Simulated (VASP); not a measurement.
A run of VASP 6.6.1 is set up as follows.

Contents of INCAR:

```
SYSTEM = CuGe23
PREC = Accurate ; ENCUT = 350
EDIFF = 1E-5 ; ISMEAR = 0
SIGMA = 0.03 ; LREAL = Auto
LASPH = .True. ; NELM = 120
ALGO = Normal ; ISIF = 2
LWAVE = .False. ; LCHARG = .False.
ISPIN = 2 ; MAGMOM = 1 0 0 0 0 0 0 0 0 0 0 0 0 0 0 0 0 0 0 0 0 0 0 0
LORBIT = 11 ; NUPDOWN = 1
LMAXMIX = 4 ; LDAU = .True.
LDAUTYPE = 2 ; LDAUL = 2 -1
LDAUU = 5 0 ; LDAUJ = 0 0
LDAUPRINT = 1 ; GGA = PS
NBANDS = 188 ; ISYM = 0
KPAR = 2
```

File KPOINTS:

```
regular mesh
0
Gamma
  2 2 2
  0 0 0
```

POSCAR

```
CuGe23                                  
1.0
    0.0000000000      8.4863100000      8.4863100000
    5.6575400000      0.0000000000      5.6575400000
    5.6575400000      5.6575400000      0.0000000000
  Cu              Ge            
     1    23
Direct
     0.9997845806103637    0.0004641225729317    0.9981968130540594
     0.0006844431560808    0.0023887146969546    0.4953456694322084
     0.0011871055331935    0.4979780686574852    0.0017106155070032
     0.0016794340678711    0.4958068289107706    0.4964752163893178
     0.3289508089723974    0.0009779625105509    0.0028907142349665
     0.3284108972601560    0.0027256521864391    0.4999144740828792
     0.3283422678112448    0.5011966154689039    0.0045477622885648
     0.3308684968183000    0.5000952882276103    0.5035282754013516
     0.6674923687298370    0.0011213710172493    0.0004758771919635
     0.6654810512181369    0.9993401320503220    0.4964987280654549
     0.6664321067913790    0.4961755743133834    0.0032404523177432
     0.6657628383247175    0.4983038022503877    0.5019659925187966
     0.0780414097847093    0.1212290941692507    0.1187124291665520
     0.0784952113336991    0.1189594100338623    0.6395126297024195
     0.0784100835183859    0.6415792311844494    0.1198582186673836
     0.0815216713526208    0.6254492205903607    0.6248586554496308
     0.4170396716220903    0.1251596042060675    0.1238159004004928
     0.4158477495525828    0.1224115056141790    0.6258618631698238
     0.4168060030905295    0.6238407227079283    0.1260219680577576
     0.4174258384274236    0.6255048745911775    0.6273673072880589
     0.7599287808026758    0.1193391031386339    0.1195805517345420
     0.7512993211153516    0.1202813186665932    0.6243587681984368
     0.7517430075268715    0.6248845362601951    0.1239434103808893
     0.7525298525793799    0.6223932459743343    0.6261697072997041
```

Potentials or basis: VASP PAW PBE potentials, release 64 (Cu, Ge_d).

Launch:

```bash
$ cat potpaw_PBE.64/Cu/POTCAR potpaw_PBE.64/Ge_d/POTCAR > POTCAR
$ mpirun -np 4 vasp_std > vasp.out
```

Question: What does it give for the largest force?

Answer: 0.279 eV/Å.

Forces in eV/Å, atoms in the order of the input:
```
Cu   0.118 -0.170 -0.186
Ge  -0.081  0.069 -0.131
Ge  -0.084 -0.121  0.049
Ge   0.193  0.087  0.079
Ge  -0.043 -0.048 -0.038
Ge  -0.029  0.015 -0.003
Ge  -0.048 -0.001  0.009
Ge  -0.121  0.100  0.110
Ge   0.004 -0.058 -0.071
Ge  -0.007 -0.022  0.026
Ge  -0.030 -0.004 -0.034
Ge  -0.132  0.104  0.117
Ge  -0.032  0.151  0.139
Ge  -0.121  0.122  0.102
Ge  -0.134  0.088  0.121
Ge   0.059 -0.071 -0.072
Ge  -0.042  0.014 -0.007
Ge   0.140 -0.001  0.015
Ge   0.140 -0.011 -0.002
Ge  -0.006 -0.147 -0.142
Ge  -0.014  0.183  0.172
Ge   0.118 -0.122 -0.020
Ge   0.091 -0.042 -0.131
Ge   0.059 -0.114 -0.102
```

Caveat: the k points lie up to 0.48 Å⁻¹ apart; the PAW data sets were made with another functional, which shifts forces and pressure a little; the total moment is fixed, so each spin has its own Fermi level; the U is typed as a test and isn't derived for this compound.
